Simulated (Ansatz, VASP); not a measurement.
WS2: VASP beside Ansatz

File INCAR:

```
ALGO     = Normal         # electronic algorithm
EDIFF    = 1E-7           # SCF threshold, eV
ENCUT    = 520            # plane-wave cutoff, eV
GGA      = PE             # functional
ISIF     = 2              # what is computed and relaxed
ISMEAR   = 0              # smearing method
IVDW     = 12             # dispersion correction
LASPH    = T              # aspherical terms in the spheres
LCHARG   = T              # write CHGCAR
LELF     = T              # ELF
LREAL    = F              # projectors in reciprocal space
LVHAR    = T            
LWAVE    = F              # write WAVECAR
NBANDS   = 35             # bands
NELM     = 100            # most SCF steps
PREC     = Accurate       # precision mode
SIGMA    = 0.05           # smearing width, eV
```

File KPOINTS:

```
k-points
0
Gamma
  8 6 2
```

POSCAR

```
WS2
1.0
    3.1598870963      0.0000000000      0.0000000000
    0.0000000000      5.4730849970      0.0000000000
    0.0000000000      0.0000000000     16.9398491420
W S
2 4
Direct
   -0.0061711066      0.3333333333     -0.0043093654
    0.5061711066      0.8333333333      0.0043093654
    0.4942715091      0.1576979409      0.9051184131
    0.0057284909      0.6756353925      0.9088114301
    0.4942715091      0.1756353925      0.0911885699
    0.0057284909      0.6576979409      0.0948815869
```

Input for Ansatz:

```yaml
crystal:
  lattice:
    - [3.1598870963, 0.0, 0.0]
    - [0.0, 5.473084997, 0.0]
    - [0.0, 0.0, 16.939849142]
  atoms:
    - { symbol: W, position: [-0.0061711066, 0.3333333333, -0.0043093654] }
    - { symbol: W, position: [0.5061711066, 0.8333333333, 0.0043093654] }
    - { symbol: S, position: [0.4942715091, 0.1576979409, 0.9051184131] }
    - { symbol: S, position: [0.0057284909, 0.6756353925, 0.9088114301] }
    - { symbol: S, position: [0.4942715091, 0.1756353925, 0.0911885699] }
    - { symbol: S, position: [0.0057284909, 0.6576979409, 0.0948815869] }
basis:
  ecutwfc: 420
kpoints:
  mp_grid: { grid: [8, 6, 2] }
hamiltonian:
  xc: pbe
  pseudopotentials: { kind: paw, azcp: { folder: soft_1 } }
  dispersion: d3bj
scf:
  occupations: { method: gaussian, width: 0.05 }
output:
  forces: true
  stress: true
  eigenvalues: true
  write_density: true
  write_potential: true
  elf: true
  volumetric_format: npy
```

Change from the starting cell: mode 4 frozen in at -0.019 Å and mode 5 at -0.073 Å (largest displacements).

Alike in both runs: task single point; functional PBE; dispersion D3(BJ); k mesh 8 × 6 × 2; occupations gaussian, width 0.05 eV; no spin polarisation.

|  | VASP | Ansatz |
| --- | --- | --- |
| version | VASP 6.6.1 | Ansatz 0.2.0 |
| potentials or method | VASP PAW PBE potentials, release 64 (W_sv, S), cutoff 520 eV | scalar-relativistic, plane waves, PAW |
| valence electrons in the cell | 52 | 52 |

|  | VASP | Ansatz | Ansatz less VASP |
| --- | --- | --- | --- |
| gap on the k mesh at the Fermi level (eV) | 2.00 | 2.00 | -0.001 |
| least direct gap on the mesh (eV) | 2.00 | 2.00 | -0.001 |
| rms of the force components (eV/Å) | 0.345 | 0.345 | +0.0001 |

Atom by atom the forces differ by 0.001 eV/Å (rms over components).

Spin-orbit coupling is off throughout.
